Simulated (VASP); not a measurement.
From VASP inputs to Ansatz: Cu2O (strained database structure)

INCAR

```
NELM = 120
ENCUT = 520
PREC = Accurate
LASPH = .TRUE.
NBANDS = 37
LCHARG = .TRUE.
ISMEAR = -1
NSW = 0
LWAVE = .FALSE.
IBRION = -1
GGA = PE
EDIFF = 1E-7
ISIF = 2
LELF = .TRUE.
SIGMA = 0.02
LREAL = .FALSE.
```

KPOINTS

```
KPOINTS created by Atomic Simulation Environment
0
Gamma
6 6 6
0 0 0
```

KPOINTS_OPT

```
special points
4
Reciprocal
0.0000000000 0.0000000000 0.0000000000 1
0.0000000000 0.5000000000 0.0000000000 1
0.5000000000 0.5000000000 0.0000000000 1
0.5000000000 0.5000000000 0.5000000000 1
```

POSCAR

```
Cu O
 1.0000000000000000
     4.1611586921999999    0.0000000000000000    0.0000000000000000
     0.0000000000000000    4.1611586921999999    0.0000000000000000
     0.0000000000000000    0.0000000000000000    4.1611586921999999
 Cu  O
   4   2
Cartesian
  1.0402896730500000  1.0402896730500000  3.1208690191499997
  3.1208690191499997  1.0402896730500000  1.0402896730500000
  1.0402896730500000  3.1208690191499997  1.0402896730500000
  3.1208690191499997  3.1208690191499997  3.1208690191499997
  2.0805793460999999  2.0805793460999999  2.0805793460999999
  0.0000000000000000  0.0000000000000000  0.0000000000000000
```

VASP ran with the recommended PBE PAW datasets (56 valence electrons in the cell).

Write an Ansatz input for this cell and level of theory.



```yaml
crystal:
  lattice:
    - [4.1611586922, 0.0, 0.0]
    - [0.0, 4.1611586922, 0.0]
    - [0.0, 0.0, 4.1611586922]
  atoms:
    - { symbol: Cu, position: [0.25, 0.25, 0.75] }
    - { symbol: Cu, position: [0.75, 0.25, 0.25] }
    - { symbol: Cu, position: [0.25, 0.75, 0.25] }
    - { symbol: Cu, position: [0.75, 0.75, 0.75] }
    - { symbol: O, position: [0.5, 0.5, 0.5] }
    - { symbol: O, position: [0.0, 0.0, 0.0] }
kpoints:
  mp_grid: { grid: [6, 6, 6] }
  band_path:
    path: [[0.0, 0.0, 0.0], [0.0, 0.5, 0.0], [0.5, 0.5, 0.0], [0.5, 0.5, 0.5]]
    npoints: 1
hamiltonian:
  xc: pbe
scf:
  occupations: { method: fermi_dirac, width: 0.02 }
  n_extra_bands: 5
output:
  forces: true
  stress: true
  eigenvalues: true
```

Other inputs would serve too.

|  | VASP | Ansatz |
| --- | --- | --- |
| gap between bands v and c | 0.71 eV | 0.70 eV |
| least direct gap | 0.71 eV | 0.70 eV |
| pressure | 14.8 GPa | 13.7 GPa |

Each program uses its own PAW datasets. VASP's cell holds 56 valence electrons and Ansatz's 88. Ansatz's stress includes a Pulay correction; VASP's doesn't.

VASP's potentials hold 56 valence electrons a cell and Ansatz's 88, so a difference between the two programs can come from the potentials and not from the codes.
